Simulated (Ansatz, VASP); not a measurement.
## Two plane-wave programs on Al5InAs6

File INCAR:

```
SYSTEM = Al5InAs6
  PREC = Accurate
  ENCUT = 600
  EDIFF = 1E-6
  ISMEAR = 0
  SIGMA = 0.1
  LREAL = .False.
  LASPH = .True.
  NELM = 60
  ALGO = Normal
  ISIF = 3
  LWAVE = .False.
  LCHARG = .False.
  GGA = PE
  IBRION = 2
  NSW = 80
  EDIFFG = -0.025
```

KPOINTS

```
regular mesh
0
Gamma
  2 3 3
  0 0 0
```

POSCAR

```
Al5InAs6
1.0
    0.0041962156      0.0499193500      6.8168746724
    7.1764831111      0.1138798448      0.0044219683
   -3.4896186670      6.0082474991      0.0433462559
Al In As
5 1 6
Direct
    0.0001157229      0.3603767073      0.3718394305
   -0.0390124923      0.9545378032      0.6321360622
    0.0147924540      0.6678555448     -0.0018521871
    0.5602623075      0.6414873662      0.2976747987
    0.5084640751      0.3702020821      0.6896697327
    0.4700330550     -0.0260805167     -0.0124649021
    0.3532929793      0.3730020074      0.3584166221
    0.3230941145      0.9703377620      0.5915245198
    0.3946863652      0.6368331454      1.0121102902
    0.8850587805      0.6766275495      0.3553111914
    0.8767684493      0.3625376526      0.6845452156
    0.9084421890      0.0122828961      0.0210892261
```

Input for Ansatz:

```yaml
crystal:
  lattice:
    - [0.0041962156, 0.04991935, 6.8168746724]
    - [7.1764831111, 0.1138798448, 0.0044219683]
    - [-3.489618667, 6.0082474991, 0.0433462559]
  atoms:
    - { symbol: Al, position: [0.0001157229, 0.3603767073, 0.3718394305] }
    - { symbol: Al, position: [-0.0390124923, 0.9545378032, 0.6321360622] }
    - { symbol: Al, position: [0.014792454, 0.6678555448, -0.0018521871] }
    - { symbol: Al, position: [0.5602623075, 0.6414873662, 0.2976747987] }
    - { symbol: Al, position: [0.5084640751, 0.3702020821, 0.6896697327] }
    - { symbol: In, position: [0.470033055, -0.0260805167, -0.0124649021] }
    - { symbol: As, position: [0.3532929793, 0.3730020074, 0.3584166221] }
    - { symbol: As, position: [0.3230941145, 0.970337762, 0.5915245198] }
    - { symbol: As, position: [0.3946863652, 0.6368331454, 1.0121102902] }
    - { symbol: As, position: [0.8850587805, 0.6766275495, 0.3553111914] }
    - { symbol: As, position: [0.8767684493, 0.3625376526, 0.6845452156] }
    - { symbol: As, position: [0.908442189, 0.0122828961, 0.0210892261] }
basis:
  ecutwfc: 420
kpoints:
  mp_grid: { grid: [2, 3, 3] }
hamiltonian:
  xc: pbe
scf:
  occupations: { method: gaussian, width: 0.1 }
  lower_state_search: "off"
output:
  forces: true
  stress: true
  eigenvalues: true
relax:
  adjacent_minimum: "off"
  f_tol: 0.025
  max_steps: 60
  cell: { stress_tol: 0.25 }
```

Change from the starting cell: cell x1, atoms moved at random (sigma 0.15 Å) and cell strained at random (1.5 %), then relaxed without symmetry.

Alike in both runs: task relaxation of cell and atoms; functional PBE; k mesh 2 × 3 × 3; occupations gaussian, width 0.1 eV; no spin polarisation.

```csv
,VASP,Ansatz
version,VASP 6.6.1,Ansatz 0.2.0
potentials or method,"VASP PAW PBE potentials, release 64 (Al, In_d, As), cutoff 600 eV","scalar-relativistic, plane waves, PAW"
valence electrons in the cell,58,118
```

```tsv
	VASP	Ansatz	Ansatz less VASP
gap on the k mesh at the Fermi level, each at its own relaxed structure (eV)	1.34	1.35	+0.012
relaxed volume (Å³/atom)	24.39	24.35	-0.043
relaxed cell length with the largest relative difference (Å)	6.729	6.724	-0.0049
```

VASP's potentials hold 58 valence electrons a cell and Ansatz's 118, so a difference there can come from the potentials and not from the codes.

The k mesh is coarse, so the values compare programs but aren't converged.
